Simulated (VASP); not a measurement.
The system is B2P3.

```
CELL_PARAMETERS angstrom
3.71954 0.00000 0.00000
-1.85977 3.22122 0.00000
0.00000 0.00000 5.78351
ATOMIC_POSITIONS crystal
B 0.66667 0.33333 0.75376
B 0.33333 0.66667 0.24624
P 0.66667 0.33333 0.35411
P 0.33333 0.66667 0.64589
P 0.00000 0.00000 0.00000
```

The cell was built from a structure type or drawn by symmetry, and may not be a known phase.

| Property | Result |
| --- | --- |
| Program | VASP 6.6.1 |
| Task | relaxation of cell and atoms |
| Functional | PBE |
| Potentials or basis | VASP PAW PBE potentials, release 64 (B, P) |
| Cutoff | 600 eV |
| k mesh | 6 × 6 × 4 |
| Occupations | gaussian, width 0.1 eV |
| Spin | no spin polarisation |

At the start: pressure -14.6 GPa; volume 13.86 Å³/atom.

Task: Where does the relaxation end?

Result: Over 59 steps the energy falls by 562.7 meV/atom and the volume is 13.30 Å³/atom (-4.0 %); space group P-3m1 (No. 164, to 0.1 Å) before and after.

The path:
| step | energy change (eV) | largest force (eV/Å) | pressure (GPa) | volume (Å³) |
| --- | --- | --- | --- | --- |
| 1 | 0.0000 | 0.7484 | -14.60 | 69.29 |
| 3 | -0.6719 | 0.5346 | 1.61 | 57.95 |
| 5 | -1.3114 | 0.6749 | 8.18 | 57.21 |
| 7 | -1.5518 | 0.2936 | 21.04 | 56.05 |
| 9 | -1.6079 | 0.3145 | 18.42 | 56.48 |
| 11 | -1.8401 | 0.6819 | 19.47 | 58.49 |
| 13 | -2.1927 | 0.4148 | 14.55 | 63.24 |
| 15 | -2.5302 | 0.2563 | -1.47 | 72.50 |
| 17 | -2.6179 | 0.3168 | -1.20 | 74.44 |
| 19 | -2.6834 | 0.1889 | 0.13 | 76.51 |
| 21 | -2.6876 | 0.1704 | 0.46 | 76.09 |
| 23 | -2.7052 | 0.1067 | -0.19 | 74.82 |
| 25 | -2.7115 | 0.1009 | 1.08 | 74.11 |
| 27 | -2.7178 | 0.0766 | 0.16 | 74.53 |
| 29 | -2.7187 | 0.0826 | -0.40 | 74.67 |
| 31 | -2.7203 | 0.0941 | -0.22 | 74.38 |
| 33 | -2.7231 | 0.1143 | 0.34 | 73.85 |
| 35 | -2.7268 | 0.1225 | 1.08 | 73.61 |
| 37 | -2.7329 | 0.1177 | 0.64 | 73.90 |
| 39 | -2.7348 | 0.1753 | -1.61 | 75.04 |
| 41 | -2.7402 | 0.0952 | -0.59 | 74.56 |
| 43 | -2.7468 | 0.1476 | -0.88 | 74.12 |
| 45 | -2.7494 | 0.2093 | -1.24 | 73.73 |
| 47 | -2.7661 | 0.2081 | 0.18 | 71.58 |
| 49 | -2.7710 | 0.1913 | 1.61 | 69.62 |
| 51 | -2.7863 | 0.1918 | 1.10 | 68.41 |
| 53 | -2.4987 | 1.1021 | 3.26 | 62.88 |
| 55 | -2.7682 | 0.3139 | 1.06 | 64.67 |
| 57 | -2.8134 | 0.0387 | 0.65 | 66.09 |
| 59 | -2.8137 | 0.0282 | 0.13 | 66.51 |

Final structure:
```xyz
5
Lattice="3.1553 0.0000 0.0000 -1.5776 2.7326 0.0000 0.0000 0.0000 7.7140" Properties=species:S:1:pos:R:3 pbc="T T T"
B     1.5776    0.9109    4.8434
B     0.0000    1.8217    2.8706
P     1.5776    0.9109    2.3559
P     0.0000    1.8217    5.3581
P     0.0000    0.0000    0.0000
```

Caveat: a cell axis changed by over 15 % at a fixed basis, so the end point is rough.
